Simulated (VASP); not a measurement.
A run of VASP 6.6.1 is set up as follows.

File INCAR:

```
SYSTEM = Sb
PREC = Accurate ; ENCUT = 600
EDIFF = 1E-6 ; ISMEAR = -1
SIGMA = 0.1 ; LREAL = .FALSE.
LASPH = .TRUE. ; NELM = 60
ALGO = Normal ; ISIF = 3
LWAVE = .FALSE. ; LCHARG = .FALSE.
GGA = PE ; IVDW = 12
IBRION = 2 ; NSW = 80
EDIFFG = -0.01
```

Contents of KPOINTS:

```
regular mesh
0
G
  8 8 8
  0 0 0
```

The input POSCAR:

```
Sb
1.0
    2.1542000000      1.2437280000      3.7580000000
   -2.1542000000      1.2437280000      3.7580000000
    0.0000000000     -2.4874560000      3.7580000000
Sb
2
Direct
    0.2334900000      0.2334900000      0.2334900000
    0.7665100000      0.7665100000      0.7665100000
```

Potentials or basis: VASP PAW PBE potentials, release 64 (Sb).

Command:

```sh
$ cat potpaw_PBE.64/Sb/POTCAR > POTCAR
$ mpirun -np 1 vasp_std > vasp.out
```

**Question.** What does it give for the dispersion energy per atom?

**Answer.** -0.480 eV.

**Question.** Predict the relaxed volume.

**Answer.** 29.74 Å³/atom.

**Question.** Predict the space group after relaxing (to 0.1 Å).

**Answer.** R-3m (No. 166).

**Question.** What does it give for the band gap on the k mesh?

**Answer.** Zero (bands 5 and 6 overlap by 0.23 eV).

Step by step:
| step | energy change (eV) | largest force (eV/Å) | pressure (GPa) | volume (Å³) |
| --- | --- | --- | --- | --- |
| 1 | 0.0000 | 0.2220 | 0.16 | 60.41 |
| 2 | -0.0036 | 0.0961 | -0.43 | 60.67 |
| 3 | -0.0040 | 0.0326 | -0.72 | 60.81 |
| 4 | -0.0065 | 0.0153 | -0.47 | 60.31 |
| 5 | -0.0082 | 0.0092 | -0.04 | 59.57 |
| 6 | -0.0082 | 0.0122 | 0.02 | 59.47 |
| 7 | -0.0083 | 0.0105 | 0.01 | 59.47 |
| 8 | -0.0084 | 0.0045 | -0.02 | 59.48 |

Caveat: spin-orbit coupling is left out, which moves the levels of the heavy elements.
